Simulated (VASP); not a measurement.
Wanted: the native input for a VASP 6.6.1 run.

| Property | Result |
| --- | --- |
| Task | single point |
| Functional | r2SCAN |
| Potentials or basis | VASP PAW PBE potentials, release 64 (Bi_d) |
| Cutoff | 520 eV |
| k mesh | 12 × 12 × 4 |
| Occupations | gaussian, width 0.15 eV |
| Spin | no spin polarisation |
| Dipole correction | no |
| Further INCAR settings | ALGO = Normal; EDIFF = 1e-06; NBANDS = 22 |

The system is Bi.

```
Bi
1.0
     4.67517    0.00000    0.00000
    -2.33759    4.04882    0.00000
     0.00000    0.00000   11.47413
Bi
2
Cartesian
  0.0000 2.6992 2.8685
  2.3376 1.3496 8.6056
```

This cell differs from its parent crystal: strain +0.030 along x and y, -0.030 along z.

One way to write it, as run:

POSCAR

```
Bi
1.0
    4.6751703087      0.0000000000      0.0000000000
   -2.3375851544      4.0488162543      0.0000000000
    0.0000000000      0.0000000000     11.4741300000
Bi
2
Direct
    0.3333333333      0.6666666667      0.2500000000
    0.6666666667      0.3333333333      0.7500000000
```

INCAR.step1

```
SYSTEM = Bi
ALGO     = Normal         ! electronic algorithm
EDIFF    = 1E-4           ! SCF threshold, eV
ENCUT    = 520            ! plane-wave cutoff, eV
GGA      = PE             ! functional
ISMEAR   = 0              ! smearing method
LASPH    = .True.         ! aspherical terms in the spheres
LCHARG   = .False.        ! write CHGCAR
LREAL    = .False.        ! projectors in reciprocal space
LWAVE    = .True.         ! write WAVECAR
NBANDS   = 22             ! bands
NELM     = 60             ! most SCF steps
PREC     = Accurate       ! precision mode
SIGMA    = 0.15           ! smearing width, eV
```

INCAR.step2

```
SYSTEM = Bi
ALGO     = Normal         ! electronic algorithm
EDIFF    = 1E-6           ! SCF threshold, eV
ENCUT    = 520            ! plane-wave cutoff, eV
ISIF     = 2              ! what is computed and relaxed
ISMEAR   = 0              ! smearing method
ISTART   = 1            
LASPH    = .True.         ! aspherical terms in the spheres
LCHARG   = .True.         ! write CHGCAR
LELF     = .True.         ! ELF
LMIXTAU  = .True.       
LREAL    = .False.        ! projectors in reciprocal space
LVHAR    = .True.       
LWAVE    = .False.        ! write WAVECAR
METAGGA  = R2SCAN         ! meta-GGA
NBANDS   = 22             ! bands
NELM     = 60             ! most SCF steps
PREC     = Accurate       ! precision mode
SIGMA    = 0.15           ! smearing width, eV
```

KPOINTS

```
k-points
0
Gamma
  12 12 4
  0 0 0
```

Potentials or basis: VASP PAW PBE potentials, release 64 (Bi_d).

Command:

```sh
$ cat potpaw_PBE.64/Bi_d/POTCAR > POTCAR
$ cp INCAR.step1 INCAR
$ mpirun -np 1 vasp_std > vasp.out
$ cp INCAR.step2 INCAR
$ mpirun -np 1 vasp_std > vasp.out
```

Results of the run:

```yaml
Pressure: -3.2 GPa
Band_gap_on_the_k_mesh: zero (bands 15 and 16 overlap by 1.93 eV)
```

Caveat: the cell differs from its parent crystal (strain +0.030 along x and y, -0.030 along z); the cell stands under tension; the PAW data sets were made with another functional, which shifts forces and pressure a little; spin-orbit coupling is left out, which moves the levels of the heavy elements.

It took 17 min on 1 thread of Oxide Virtual Turin-like Processor, with other jobs on the host, peak memory 0.47 GiB.
